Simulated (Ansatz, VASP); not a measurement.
**One calculation of AlFe, two programs**

```
CELL_PARAMETERS angstrom
2.91029 0.02896 0.02896
0.02896 2.91029 0.02896
0.02896 0.02896 2.91029
ATOMIC_POSITIONS crystal
Al 0.00000 0.00000 0.00000
Fe 0.50000 0.50000 0.50000
```

Change from the starting cell: stretched by +2 % along [0.577, 0.577, 0.577] at fixed volume; collinear moments without spin-orbit coupling, LAPW.

Alike in both runs: task single point; functional LDA; k mesh 8 × 8 × 8; occupations fermi-dirac, width 0.05 eV; collinear spin.

```csv
,VASP,Ansatz
version,VASP 6.6.1,Ansatz 0.2.0
potentials or method,"VASP PAW LDA potentials, release 64 (Al, Fe), cutoff 520 eV","all-electron LAPW, scalar-relativistic"
```

VASP gave:

```
net moment per atom (μB)                                      : 0.37
size of the moment on the site where the two differ most (μB) : 0.76
```

Problem. Estimate Ansatz's values.

Solution. net moment per atom (μB): 0.37; size of the moment on the site where the two differ most (μB): 0.79.

LDA's correlation is that of Perdew and Zunger in VASP and of Perdew and Wang (1992) in Ansatz. Site moments also hang on the region over which each program counts them. Ansatz ran all-electron here, and VASP with PAW potentials.
